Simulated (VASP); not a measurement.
Crystal: Be3TeSe2.

```
CELL_PARAMETERS angstrom
6.04594 0.00000 0.00000
-3.02297 5.23594 0.00000
0.00000 0.00000 3.27183
ATOMIC_POSITIONS crystal
Be 0.50000 0.00000 0.50000
Be 0.50000 0.50000 0.50000
Be 0.00000 0.50000 0.50000
Te 0.00000 0.00000 0.00000
Se 0.33333 0.66667 0.00000
Se 0.66667 0.33333 0.00000
```

The cell was generated, and may not be a known phase.

| Item | Value |
| --- | --- |
| Program | VASP 6.6.1 |
| Task | relaxation of cell and atoms |
| Functional | PBE |
| Potentials or basis | VASP PAW PBE potentials, release 64 (Be, Te, Se) |
| Cutoff | 600 eV |
| k mesh | 6 × 6 × 12 |
| Occupations | gaussian, width 0.1 eV |
| Spin | no spin polarisation |

At the start: pressure 0.5 GPa; volume 17.26 Å³/atom.

**Question.** How do energy, volume and symmetry change on relaxing?

**Answer.** Over 5 steps the energy falls by 18.7 meV/atom and the volume is 17.70 Å³/atom (+2.5 %); space group P6/mmm (No. 191, to 0.1 Å) before and after.

Step by step:
| step | energy change (eV) | largest force (eV/Å) | pressure (GPa) | volume (Å³) |
| --- | --- | --- | --- | --- |
| 1 | 0.0000 | 0.0000 | 0.48 | 103.57 |
| 2 | -0.1049 | 0.0000 | 1.07 | 104.28 |
| 3 | -0.1058 | 0.0000 | 1.17 | 104.35 |
| 4 | -0.1122 | 0.0000 | -0.13 | 106.39 |
| 5 | -0.1123 | 0.0000 | 0.00 | 106.17 |

Final structure:
```
Be Te Se
1.0
     6.20782    0.00000    0.00000
    -3.10391    5.37613    0.00000
     0.00000    0.00000    3.18135
Be Te Se
3 1 2
Direct
  0.50000 0.00000 0.50000
  0.50000 0.50000 0.50000
  0.00000 0.50000 0.50000
  0.00000 0.00000 0.00000
  0.33333 0.66667 0.00000
  0.66667 0.33333 0.00000
```
